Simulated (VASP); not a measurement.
Crystal: LiH.

```
Li H
1.0
     0.00000    1.99847    1.99847
     1.99847    0.00000    1.99847
     1.99847    1.99847    0.00000
Li H
1 1
Direct
  0.00000 0.00000 0.00000
  0.50000 0.50000 0.50000
```

Base run:

```yaml
Program: VASP 6.6.1
Functional: PBE
Potentials_or_basis: VASP PAW PBE potentials, release 64 (Li_sv, H)
Cutoff: 520 eV
k_mesh: 10 × 10 × 10
Occupations: gaussian, width 0.01 eV
Spin: no spin polarisation
```

Its results: band gap on the k mesh 2.97 eV, direct.

The run is repeated on the same cell with these changes: functional from PBE to r2SCAN; further incar settings from ALGO = Normal; EDIFF = 1e-06; NBANDS = 9 to ALGO = Normal; EDIFF = 1e-07; NBANDS = 9. What comes out?

Band gap on the k mesh 3.58 eV, direct.

A k mesh can miss the band edges.
